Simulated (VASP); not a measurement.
Write the native input for VASP 6.6.1 that does the following.

```
Task                   : relaxation of cell and atoms
Functional             : r2SCAN
Potentials or basis    : VASP PAW PBE potentials, release 64 (Zr_sv, S)
Cutoff                 : 600 eV
k mesh                 : 14 × 14 × 14
Occupations            : gaussian, width 0.1 eV
Spin                   : no spin polarisation
Dipole correction      : no
Further INCAR settings : ALGO = Normal; EDIFF = 1e-06; IBRION = 2; EDIFFG = -0.01; NSW = 80; ISIF = 3
```

Crystal: ZrS.

```
Zr S
1.0
     0.00000    2.62500    2.62500
     2.62500    0.00000    2.62500
     2.62500    2.62500    0.00000
Zr S
1 1
Direct
  0.00000 0.00000 0.00000
  0.50000 0.50000 0.50000
```

These files were run (other wordings do the same):

POSCAR

```
ZrS
1.0
    0.0000000000      2.6250000000      2.6250000000
    2.6250000000      0.0000000000      2.6250000000
    2.6250000000      2.6250000000      0.0000000000
Zr S
1 1
Direct
    0.0000000000      0.0000000000      0.0000000000
    0.5000000000      0.5000000000      0.5000000000
```

INCAR.step1

```
PREC = Accurate ; ENCUT = 600
ISMEAR = 0 ; SIGMA = 0.1
LREAL = F ; LASPH = T
NELM = 60 ; GGA = PE
ALGO = Normal ; EDIFF = 1E-4
LWAVE = T ; LCHARG = F
```

INCAR.step2

```
PREC = Accurate ; ENCUT = 600
EDIFF = 1E-6 ; ISMEAR = 0
SIGMA = 0.1 ; LREAL = F
LASPH = T ; NELM = 60
ALGO = Normal ; ISIF = 3
LWAVE = F ; LCHARG = F
METAGGA = R2SCAN ; LMIXTAU = T
IBRION = 2 ; NSW = 80
EDIFFG = -0.01 ; ISTART = 1
```

KPOINTS

```
regular mesh
0
Gamma
  14 14 14
```

Potentials or basis: VASP PAW PBE potentials, release 64 (Zr_sv, S).

Run with:

```bash
$ cat potpaw_PBE.64/Zr_sv/POTCAR potpaw_PBE.64/S/POTCAR > POTCAR
$ cp INCAR.step1 INCAR
$ mpirun -np 1 vasp_std > vasp.out
$ cp INCAR.step2 INCAR
$ mpirun -np 1 vasp_std > vasp.out
```

Results of the run:

| Item | Value |
| --- | --- |
| Relaxed volume | 17.83 Å³/atom |
| Relaxed cell | a = 3.694 Å, b = 3.694 Å, c = 3.694 Å, α = 60.00°, β = 60.00°, γ = 60.00° |
| Space group after relaxing (to 0.1 Å) | Fm-3m (No. 225) |
| Energy gained by relaxing | 1.6 meV/atom |
| Ionic steps | 3 |
| Pressure after relaxing | 0.0 GPa |

Caveat: the highest band is partly filled, so the run has too few bands; the PAW data sets were made with another functional, which shifts forces and pressure a little.

Wall time 6.1 min on 1 thread of AMD EPYC 9R45 96-Core Processor (Zen 5) (shared host), peak memory 0.19 GiB.
